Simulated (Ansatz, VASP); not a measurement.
**One calculation of MgBe2SeO2, two programs**

```
CELL_PARAMETERS angstrom
-1.71766 1.71766 5.97726
1.71766 -1.71766 5.97726
1.71766 1.71766 -5.97726
ATOMIC_POSITIONS crystal
Mg 0.00000 0.00000 0.00000
Be 0.75000 0.25000 0.50000
Be 0.25000 0.75000 0.50000
Se 0.50000 0.50000 0.00000
O 0.21268 0.21268 0.00000
O 0.78732 0.78732 0.00000
```

Change from the starting cell: species swapped into the TbNi2B2C type (I4/mmm, No. 139).

Alike in both runs: functional PBE; k mesh 10 × 10 × 10; occupations gaussian, width 0.02 eV; no spin polarisation.

Ansatz relaxed the structure, and its values are those at the end. VASP's run is a single point on that final structure, the one shown.

```csv
,VASP,Ansatz
version,VASP 6.6.1,Ansatz 0.2.0
potentials or method,"VASP PAW PBE potentials, release 64 (Mg, Be, Se, O), cutoff 520 eV","scalar-relativistic, plane waves, PAW"
valence electrons in the cell,24,42
```

|  | VASP | Ansatz | Ansatz less VASP |
| --- | --- | --- | --- |
| gap on the k mesh at the Fermi level (eV) | 2.86 | 2.86 | +0.003 |
| least direct gap on the mesh (eV) | 3.36 | 3.36 | 0.000 |
| pressure (GPa) | 0.1 | 0.0 | -0.11 |
| rms of the force components (eV/Å) | 0.004 | 0.000 | -0.0038 |

The functional is the same, so the differences come from potentials, cutoffs and numerics. VASP's potentials hold 24 valence electrons a cell and Ansatz's 42, so a difference there can come from the potentials and not from the codes.
